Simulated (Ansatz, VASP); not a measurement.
**One calculation of BaTiO3, two programs**

```
Ba Ti O
1.0
     3.99980    0.00000    0.00000
     0.00000    3.99980    0.00000
     0.00000    0.00000    4.01800
Ba Ti O
1 1 3
Cartesian
  0.0000 0.0000 0.0001
  1.9999 1.9999 1.9514
  1.9999 1.9999 0.1018
  1.9999 0.0000 2.0732
  0.0000 1.9999 2.0732
```

Alike in both runs: functional PBE; k mesh 8 × 8 × 8; occupations gaussian, width 0.02 eV; no spin polarisation.

Ansatz relaxed the structure, and its values are those at the end. VASP's run is a single point on that final structure, the one shown.

|  | VASP | Ansatz |
| --- | --- | --- |
| version | VASP 6.6.1 | Ansatz 0.2.0 |
| potentials or method | VASP PAW PBE potentials, release 64 (Ba_sv, Ti_sv, O), cutoff 600 eV | scalar-relativistic, plane waves, PAW |
| valence electrons in the cell | 40 | 40 |

```tsv
	VASP	Ansatz	Ansatz less VASP
gap on the k mesh at the Fermi level (eV)	1.79	1.86	+0.065
pressure (GPa)	4.8	3.2	-1.61
rms of the force components (eV/Å)	0.021	0.001	-0.0205
```

Ansatz's warnings: stress scf threshold loose.

Neither program's run includes spin-orbit coupling.
